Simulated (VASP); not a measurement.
Set up this calculation in VASP 6.6.1, as the native input.

```
Task                   : single point
Functional             : LDA
Potentials or basis    : VASP PAW LDA potentials, release 64 (Pd)
Cutoff                 : 520 eV
k mesh                 : 9 × 9 × 14
Occupations            : fermi-dirac, width 0.1 eV
Spin                   : no spin polarisation
Dipole correction      : no
Further INCAR settings : ALGO = Normal; EDIFF = 1e-07; NBANDS = 22
```

The structure of Pd lies in POSCAR:

```
Pd
1.0
    4.4418649968      0.0000000000      0.0000000000
   -2.2209324984      3.8467679274      0.0000000000
    0.0000000000      0.0000000000      2.6422903848
Pd
3
Direct
    0.0000000000      0.0000000000      0.0000000000
    0.3333333333      0.6666666667      0.5000000000
    0.6666666667      0.3333333333      0.5000000000
```

This isn't the form of Pd at room conditions, which is fcc.

These files were run (other wordings do the same):

INCAR

```
ALGO = Normal
EDIFF = 1E-7
ENCUT = 520
ISIF = 2
ISMEAR = -1
LASPH = T
LCHARG = T
LELF = T
LREAL = F
LVHAR = T
LWAVE = F
NBANDS = 22
NELM = 100
PREC = Accurate
SIGMA = 0.1
```

KPOINTS

```
k-points
0
Gamma
  9 9 14
```

Potentials or basis: VASP PAW LDA potentials, release 64 (Pd).

Command:

```sh
$ cat potpaw_LDA.64/Pd/POTCAR > POTCAR
$ mpirun -np 1 vasp_std > vasp.out
```

Results of the run:

| Item | Value |
| --- | --- |
| Pressure | -7.3 GPa |
| Band gap on the k mesh | zero (bands 15 and 16 overlap by 0.96 eV) |

Caveat: the cell stands under tension.

Wall time 120 s on 1 thread of Intel Xeon 8259CL (shared host), peak memory 0.2 GiB.
